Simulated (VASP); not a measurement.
A run of VASP 6.6.1 is set up as follows.

File INCAR:

```
PREC     = Accurate       # precision mode
ENCUT    = 520            # plane-wave cutoff, eV
EDIFF    = 1E-6           # SCF threshold, eV
ISMEAR   = 0              # smearing method
SIGMA    = 0.2            # smearing width, eV
LREAL    = False          # projectors in reciprocal space
LASPH    = True           # aspherical terms in the spheres
NELM     = 100            # most SCF steps
ALGO     = Normal         # electronic algorithm
ISIF     = 2              # what is computed and relaxed
LWAVE    = False          # write WAVECAR
LCHARG   = False          # write CHGCAR
GGA      = PE             # functional
NBANDS   = 24             # bands
```

File KPOINTS:

```
Automatic mesh
0
Gamma
  6 6 2
```

The input POSCAR:

```
Be
1.0
    3.4562742633      0.0000000000      0.0000000000
   -1.7281371316      2.9932213145      0.0000000000
    0.0000000000      0.0000000000     10.6121706423
Be
12
Direct
    0.6666666667      0.3333333333      0.6531371984
    0.6666666667      0.3333333333      0.0530800862
    0.6666666667      0.3333333333      0.4469199138
    0.6666666667      0.3333333333      0.8468628016
    0.0000000000      0.0000000000      0.2500000000
    0.3333333333      0.6666666667      0.9469199138
    0.0000000000      0.0000000000      0.7500000000
    0.6666666667      0.3333333333      0.2500000000
    0.3333333333      0.6666666667      0.3468628016
    0.3333333333      0.6666666667      0.7500000000
    0.3333333333      0.6666666667      0.1531371984
    0.3333333333      0.6666666667      0.5530800862
```

Potentials or basis: VASP PAW PBE potentials, release 64 (Be).

Command:

```bash
$ cat potpaw_PBE.64/Be/POTCAR > POTCAR
$ mpirun -np 1 vasp_std > vasp.out
```

Q: Predict the largest force.

A: 0.022 eV/Å.

Q: What does it give for the band gap on the k mesh?

A: Zero (band 12 reaches 6.88 eV, above the bottom of band 13 at 2.96 eV).

Forces in eV/Å, atoms in the order of the input:
```
Be   0.000  0.000  0.022
Be   0.000  0.000 -0.008
Be   0.000  0.000  0.008
Be   0.000  0.000 -0.022
Be   0.000  0.000  0.000
Be   0.000  0.000  0.008
Be   0.000  0.000  0.000
Be   0.000  0.000  0.000
Be   0.000  0.000 -0.022
Be   0.000  0.000  0.000
Be   0.000  0.000  0.022
Be   0.000  0.000 -0.008
```
